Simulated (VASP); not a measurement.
# Al (Fm-3m) in VASP: notebook

The runs below take Al through single point, with PBE, r2SCAN.

Program: VASP 6.6.1. These are calculated values, not measurements. Logs are shortened: lines on timing, memory, paths and dates and some standing lists are left out, and cuts for length are marked.

## 1. The cell of the first run

Symmetry: Fm-3m, No. 225, cubic system. The conventional cell has a = 4.040 Å, b = 4.040 Å, c = 4.040 Å, α = 90.00°, β = 90.00°, γ = 90.00°. Within 3.8 Å of Al (site symmetry m-3m) lie 12 Al at 2.86 Å.

## 2. Single point, PBE

The input, INCAR:

```
SYSTEM = Al
PREC = Accurate
ENCUT = 520
EDIFF = 1E-6
ISMEAR = 0
SIGMA = 0.1
LREAL = .False.
LASPH = .True.
NELM = 60
ALGO = Normal
ISIF = 2
LWAVE = .False.
LCHARG = .False.
GGA = PE
NBANDS = 8
```

The input, KPOINTS:

```
Automatic mesh
0
Gamma
  24 24 24
  0 0 0
```

The input, POSCAR:

```
Al
1.0
    0.0000000000      2.0197660491      2.0197660491
    2.0197660491      0.0000000000      2.0197660491
    2.0197660491      2.0197660491      0.0000000000
Al
1
Direct
    0.5000000000      0.5000000000      0.5000000000
```

Potentials or basis: VASP PAW PBE potentials, release 64 (Al).

Started as:

```console
> cat potpaw_PBE.64/Al/POTCAR > POTCAR
> mpirun -np 1 vasp_std > vasp.out
```

OUTCAR:

```text
SYSTEM = Al
   PREC = Accurate
   ENCUT = 520
   EDIFF = 1E-6
   ISMEAR = 0
   LREAL = .False.
   LASPH = .True.
   NELM = 60
   ISIF = 2
   GGA = PE

 ion  position               nearest neighbor table
   1  0.500  0.500  0.500-

  LATTYP: Found a face centered cubic cell.
 ALAT       =     4.0395320982

  Lattice vectors:

 A1 = (   0.0000000000,   2.0197660491,   2.0197660491)
 A2 = (   2.0197660491,   0.0000000000,   2.0197660491)
 A3 = (   2.0197660491,   2.0197660491,   0.0000000000)

Analysis of symmetry for initial positions (statically):
=====================================================================
 Subroutine PRICEL returns:
 Original cell was already a primitive cell.

 Routine SETGRP: Setting up the symmetry group for a
 face centered cubic supercell.

 Subroutine GETGRP returns: Found 48 space group operations
 (whereof 48 operations were pure point group operations)
 out of a pool of 48 trial point group operations.

The static configuration has the point symmetry O_h .

Analysis of symmetry for dynamics (positions and initial velocities):
=====================================================================
 Subroutine PRICEL returns:
 Original cell was already a primitive cell.

 Routine SETGRP: Setting up the symmetry group for a
 face centered cubic supercell.

 Subroutine GETGRP returns: Found 48 space group operations
 (whereof 48 operations were pure point group operations)
 out of a pool of 48 trial point group operations.

The dynamic configuration has the point symmetry O_h .

 Subroutine INISYM returns: Found 48 space group operations
 (whereof 48 operations are pure point group operations),
 and found     1 'primitive' translations

----------------------------------------------------------------------------------------

                                     Primitive cell

  volume of cell :      16.4791

  direct lattice vectors                    reciprocal lattice vectors
     0.000000000  2.019766049  2.019766049    -0.247553423  0.247553423  0.247553423
     2.019766049  0.000000000  2.019766049     0.247553423 -0.247553423  0.247553423
     2.019766049  2.019766049  0.000000000     0.247553423  0.247553423 -0.247553423

  length of vectors
     2.856380539  2.856380539  2.856380539     0.428775107  0.428775107  0.428775107

  position of ions in fractional coordinates (direct lattice)
     0.500000000  0.500000000  0.500000000

  ion indices of the primitive-cell ions
   primitive index   ion index
                 1           1

----------------------------------------------------------------------------------------

 KPOINTS: Automatic mesh

Automatic generation of k-mesh.
 Grid dimensions read from file:
 generate k-points for:   24   24   24

 Generating k-lattice:

  Cartesian coordinates                     Fractional coordinates (reciprocal lattice)
    -0.010314726  0.010314726  0.010314726     0.041666667  0.000000000  0.000000000
     0.010314726 -0.010314726  0.010314726     0.000000000  0.041666667  0.000000000
     0.010314726  0.010314726 -0.010314726     0.000000000  0.000000000  0.041666667

  Length of vectors
     0.017865629  0.017865629  0.017865629

  Shift w.r.t. Gamma in fractional coordinates (k-lattice)
     0.000000000  0.000000000  0.000000000

 Subroutine IBZKPT returns following result:
 ===========================================

 Found    413 irreducible k-points:

 Following reciprocal coordinates:
            Coordinates               Weight
  0.000000  0.000000  0.000000      1.000000
  0.041667  0.000000  0.000000      8.000000
  0.083333  0.000000  0.000000      8.000000
  0.125000  0.000000  0.000000      8.000000
  0.166667  0.000000  0.000000      8.000000
  0.208333  0.000000  0.000000      8.000000
[... 16 lines left out ...]
  0.416667  0.041667  0.000000     24.000000
  0.458333  0.041667  0.000000     24.000000
 [... further k-points ...]
   k-points           NKPTS =    413   k-points in BZ     NKDIM =    413   number of bands    NBANDS=      8
   number of dos      NEDOS =    301   number of ions     NIONS =      1
   total plane-waves  NPLWV =  13824
   dimension x,y,z NGX =    24 NGY =   24 NGZ =   24
   dimension x,y,z NGXF=    48 NGYF=   48 NGZF=   48
   ions per type =               1
   NGX,Y,Z   is equivalent  to a cutoff of  13.97, 13.97, 13.97 a.u.
   NGXF,Y,Z  is equivalent  to a cutoff of  27.94, 27.94, 27.94 a.u.
 SYSTEM =  Al
   PREC   = accura    normal or accurate (medium, high low for compatibility)
   ISTART =      0    job   : 0-new  1-cont  2-samecut
   ICHARG =      2    charge: 1-file 2-atom 10-const
   ISPIN  =      1    spin polarized calculation?
   LNONCOLLINEAR =      F non collinear calculations
   LSORBIT =      F    spin-orbit coupling
   LASPH  =      T    aspherical Exc in radial PAW
   ENCUT  =  520.0 eV  38.22 Ry    6.18 a.u.   5.31  5.31  5.31*2*pi/ulx,y,z
   NELM   =     60;   NELMIN=  2; NELMDL= -5     # of ELM steps
   EDIFF  = 0.1E-05   stopping-criterion for ELM
   LREAL  =      F    real-space projection
   EDIFFG = 0.1E-04   stopping-criterion for IOM
   NSW    =      0    number of steps for IOM
   IBRION =     -1    ionic relax: 0-MD 1-quasi-New 2-CG
   NFREE  =      0    steps in history (QN), initial steepest desc. (CG)
   ISIF   =      2    stress and relaxation
   ISYM   =      2    0-nonsym 1-usesym 2-fastsym
   POTIM  = 0.5000    time-step for ionic-motion
   TEBEG  =    0.0;   TEEND  =   0.0 temperature during run
   PSTRESS=    0.0 pullay stress
   NELECT =       3.0000    total number of electrons
   NUPDOWN=      -1.0000    fix difference up-down
   EMIN   =  10.00;   EMAX   =-10.00  energy-range for DOS
   EFERMI =   0.00;   METHOD = LEGACY
   ISMEAR =     0;   SIGMA  =   0.10  broadening in eV -4-tet -1-fermi 0-gaus
   EFERMI_NEDOS =   21; number of points for ismear=-14 and -15
   IALGO  =     38    algorithm
   IMIX   =      4    mixing-type and parameters
     AMIX     =   0.40;   BMIX     =  1.00
     AMIX_MAG =   1.60;   BMIX_MAG =  1.00
  volume/ion in A,a.u.               =      16.48       111.21
  Fermi-wavevector in a.u.,A,eV,Ry     =   0.927835  1.753354 11.712959  0.860878
  Thomas-Fermi vector in A             =   2.053947
   LORBIT       =      0    0 simple, 1 ext, 2 COOP (PROOUT), +10 PAW based schemes
   GGA     = PE    functional components
   LHFCALC =     F    Hartree Fock is set to
   AEXX    =    0.0000 exact exchange contribution
   IVDW    =     0    specifies the selected vdW correction
   LEPSILON=     F    determine dielectric tensor
   LRPA    =     F    only Hartree local field effects (RPA)
 non-spin polarized calculation
 Gauss-broadening in eV      SIGMA  =   0.10
  energy-cutoff  :      520.00
  volume of cell :       16.48
 maximum number of plane-waves:       459
 NGX is ok and might be reduce to    24
   NGX = 11   NGY = 11   NGZ = 11

 number of electron       3.0000000 magnetization

 Free energy of the ion-electron system (eV)
  ---------------------------------------------------
  ext. energy  EPLUGINS =         0.00000000
  ---------------------------------------------------
  free energy    TOTEN  =        -3.74539672 eV

  energy without entropy =       -3.74295038  energy(sigma->0) =       -3.74417355

 E-fermi :   8.0226     XC(G=0): -10.2014

 val. band max:        7.9950863546   @ k =  -0.3333   0.3750   0.0417
 cond. band min:       8.0347291945   @ k =  -0.2917   0.4583   0.1667
 fundamental gap:      0.0396428399
 Fermi energy:         8.0225567651

 k-point     1 :       0.0000    0.0000    0.0000
  band No.  band energies     occupation
      1      -3.1301      2.00000
      2      20.6393      0.00000
      3      20.6393      0.00000
      4      20.6393      0.00000
      5      22.1406      0.00000
      6      22.1406      0.00000
      7      22.1406      0.00000
      8      24.4879      0.00000

 k-point     2 :       0.0417    0.0000    0.0000
  band No.  band energies     occupation
      1      -3.0828      2.00000
      2      19.6413      0.00000
      3      20.4461      0.00000
      4      20.4461      0.00000
      5      22.4078      0.00000
      6      22.4078      0.00000
      7      22.5980      0.00000
      8      24.9946      0.00000

 k-point     3 :       0.0833    0.0000    0.0000
  band No.  band energies     occupation
      1      -2.9412      2.00000
      2      18.0239      0.00000
      3      20.0720      0.00000
      4      20.0720      0.00000
      5      22.7998      0.00000
      6      22.9969      0.00000
      7      22.9969      0.00000
      8      26.3134      0.00000

 k-point     4 :       0.1250    0.0000    0.0000
  band No.  band energies     occupation
      1      -2.7054      2.00000
      2      16.3346      0.00000
      3      19.6965      0.00000
      4      19.6965      0.00000
      5      22.7430      0.00000
      6      23.6829      0.00000
      7      23.6829      0.00000
      8      25.6896      0.00000

 k-point     5 :       0.1667    0.0000    0.0000
  band No.  band energies     occupation
      1      -2.3760      2.00000
      2      14.6598      0.00000
      3      19.3720      0.00000
      4      19.3720      0.00000
      5      22.6127      0.00000
      6      24.0595      0.00000
      7      24.0595      0.00000
      8      25.2975      0.00000
[... 177 lines left out ...]
 k-point    22 :       0.3750    0.0417    0.0000
  band No.  band energies     occupation
      1       0.4167      2.00000
      2       7.6299      2.00000
      3      17.9837      0.00000
      4      19.1846      0.00000
      5      19.8143      0.00000
      6      21.8767      0.00000
      7      22.9702      0.00000
      8      25.2709      0.00000

 k-point    23 :       0.4167    0.0417    0.0000
  band No.  band energies     occupation
      1       1.2592      2.00000
      2       6.3187      2.00000
      3      18.0829      0.00000
      4      19.2493      0.00000
      5      19.3003      0.00000
      6      21.3335      0.00000
      7      23.1152      0.00000
      8      24.6929      0.00000

 k-point    24 :       0.4583    0.0417    0.0000
  band No.  band energies     occupation
      1       2.1873      2.00000
      2       5.0868      2.00000
      3      18.2619      0.00000
      4      18.7806      0.00000
      5      19.4783      0.00000
      6      20.8662      0.00000
      7      23.3397      0.00000
      8      24.1790      0.00000

 [... further k-points ...]
[... 5 lines left out ...]
  --------------------------------------------------------------------------------------
  -------------------------------------------------------------------------------------
  Total       -0.0025425     -0.0025425     -0.0025425      0.0000000      0.0000000     -0.0000000
  in kB       -0.2471935     -0.2471935     -0.2471935      0.0000000      0.0000000     -0.0000000
  external PRESSURE =      -0.2471935 kB  Pullay stress =       0.0000000 kB

 VOLUME and BASIS-vectors are now :
 -----------------------------------------------------------------------------
  energy-cutoff  :      520.00
  volume of cell :       16.48
      direct lattice vectors                 reciprocal lattice vectors
     0.000000000  2.019766049  2.019766049    -0.247553423  0.247553423  0.247553423
     2.019766049  0.000000000  2.019766049     0.247553423 -0.247553423  0.247553423
     2.019766049  2.019766049  0.000000000     0.247553423  0.247553423 -0.247553423

 POSITION                                       TOTAL-FORCE (eV/Angst)
 -----------------------------------------------------------------------------------
      2.01977      2.01977      2.01977        -0.000000     -0.000000     -0.000000
 -----------------------------------------------------------------------------------
    total drift:                               -0.000000      0.000000      0.000000

  FREE ENERGIE OF THE ION-ELECTRON SYSTEM (eV)
  ---------------------------------------------------
  free  energy   TOTEN  =        -3.7453967163 eV

  energy  without entropy=       -3.7429503804  energy(sigma->0) =       -3.74417355
```

Run time: 35 s. Hardware: 1 thread of Intel Xeon Platinum 8488C (Sapphire Rapids), shared host; peak memory 0.16 GiB.

What came out:

| Item | Value |
| --- | --- |
| Free energy | -3.7454 eV |
| Pressure | 0.0 GPa |

## 3. Single point, r2SCAN

POSCAR is that of step 2.

The input, INCAR.step1:

```
SYSTEM = Al
PREC = Accurate
ENCUT = 520
ISMEAR = 0
SIGMA = 0.1
LREAL = .FALSE.
LASPH = .TRUE.
NELM = 60
NBANDS = 8
GGA = PE
ALGO = Normal
EDIFF = 1E-4
LWAVE = .TRUE.
LCHARG = .FALSE.
```

The input, INCAR.step2:

```
SYSTEM = Al
PREC = Accurate
ENCUT = 520
EDIFF = 1E-7
ISMEAR = 0
SIGMA = 0.1
LREAL = .FALSE.
LASPH = .TRUE.
NELM = 60
ALGO = Normal
ISIF = 2
LWAVE = .FALSE.
LCHARG = .TRUE.
METAGGA = R2SCAN
LMIXTAU = .TRUE.
LELF = .TRUE.
LVHAR = .TRUE.
NBANDS = 8
ISTART = 1
```

The input, KPOINTS:

```
regular mesh
0
G
  24 24 24
  0 0 0
```

Potentials or basis: VASP PAW PBE potentials, release 64 (Al).

Started as:

```console
> cat potpaw_PBE.64/Al/POTCAR > POTCAR
> cp INCAR.step1 INCAR
> mpirun -np 1 vasp_std > vasp.out
> cp INCAR.step2 INCAR
> mpirun -np 1 vasp_std > vasp.out
```

OUTCAR:

```text
SYSTEM = Al
   PREC = Accurate
   ENCUT = 520
   EDIFF = 1E-7
   ISMEAR = 0
   LREAL = .FALSE.
   LASPH = .TRUE.
   NELM = 60
   ISIF = 2
   METAGGA = R2SCAN
   ISTART = 1

 ion  position               nearest neighbor table
   1  0.500  0.500  0.500-

  LATTYP: Found a face centered cubic cell.
 ALAT       =     4.0395320982

  Lattice vectors:

 A1 = (   0.0000000000,   2.0197660491,   2.0197660491)
 A2 = (   2.0197660491,   0.0000000000,   2.0197660491)
 A3 = (   2.0197660491,   2.0197660491,   0.0000000000)

Analysis of symmetry for initial positions (statically):
[... 434 lines left out ...]
      1       1.8264      2.00000
      2       4.9359      2.00000
      3      18.9634      0.00000
      4      19.4786      0.00000
      5      20.2977      0.00000
      6      21.7362      0.00000
      7      24.3470      0.00000
      8      25.2815      0.00000

 [... further k-points ...]
[... 5 lines left out ...]
  --------------------------------------------------------------------------------------
  -------------------------------------------------------------------------------------
  Total       -0.3472534     -0.3472534     -0.3472534     -0.0000000     -0.0000000     -0.0000000
  in kB      -33.7616665    -33.7616665    -33.7616665     -0.0000000     -0.0000000     -0.0000000
  external PRESSURE =     -33.7616665 kB  Pullay stress =       0.0000000 kB

 VOLUME and BASIS-vectors are now :
 -----------------------------------------------------------------------------
  energy-cutoff  :      520.00
  volume of cell :       16.48
      direct lattice vectors                 reciprocal lattice vectors
     0.000000000  2.019766049  2.019766049    -0.247553423  0.247553423  0.247553423
     2.019766049  0.000000000  2.019766049     0.247553423 -0.247553423  0.247553423
     2.019766049  2.019766049  0.000000000     0.247553423  0.247553423 -0.247553423

 POSITION                                       TOTAL-FORCE (eV/Angst)
 -----------------------------------------------------------------------------------
      2.01977      2.01977      2.01977         0.000000      0.000000      0.000000
 -----------------------------------------------------------------------------------
    total drift:                               -0.000000      0.000000      0.000000

  FREE ENERGIE OF THE ION-ELECTRON SYSTEM (eV)
  ---------------------------------------------------
  free  energy   TOTEN  =        -6.7316729345 eV

  energy  without entropy=       -6.7297189709  energy(sigma->0) =       -6.73069595
```

Wall time 2.3 min (1 thread of Intel Xeon Platinum 8488C (Sapphire Rapids), shared host); peak memory 0.17 GiB.

What came out:

```yaml
Free_energy: -6.7317 eV
Pressure: -3.4 GPa
```

Levels at points of the mesh, in eV from the Fermi level:
```tsv
k point	band 1	band 2	band 3	band 4
(0.00, 0.00, 0.00)	-11.87	13.30	13.30	13.30
(0.50, 0.00, 0.00)	-5.03	-4.56	12.06	12.06
(0.50, 0.50, 0.00)	-3.19	-1.67	5.44	5.98
```

Caveat: the PAW data sets were made with another functional, which shifts forces and pressure a little.
